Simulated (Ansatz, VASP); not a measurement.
## Two plane-wave programs on Mo

```
CELL_PARAMETERS angstrom
-1.70846 1.57100 1.57100
1.70846 -1.57100 1.57100
1.70846 1.57100 -1.57100
ATOMIC_POSITIONS crystal
Mo 0.00000 0.00000 0.00000
```

Change from the starting cell: strain +0.0875 x Voigt [1, 0, 0, 0, 0, 0], atoms carried along.

Alike in both runs: task single point; functional LDA; k mesh 22 × 22 × 22; occupations gaussian, width 0.15 eV; no spin polarisation.

|  | VASP | Ansatz |
| --- | --- | --- |
| version | VASP 6.6.1 | Ansatz 0.2.0 |
| potentials or method | VASP PAW LDA potentials, release 64 (Mo_sv), cutoff 520 eV | scalar-relativistic, plane waves, PAW |
| valence electrons in the cell | 14 | 14 |

Ansatz gave:

```
gap on the k mesh at the Fermi level (eV)                     : none
pressure (GPa)                                                : -25.3
traceless stress, the component that is largest in VASP (GPa) : -12.60
```

Q: Which values does VASP return?

A: gap on the k mesh at the Fermi level (eV): none; pressure (GPa): -24.5; traceless stress, the component that is largest in VASP (GPa): -12.61.

LDA's correlation is that of Perdew and Zunger in VASP and of Perdew and Wang (1992) in Ansatz. A gap of «none» marks a metal or a gap that the smearing closes.
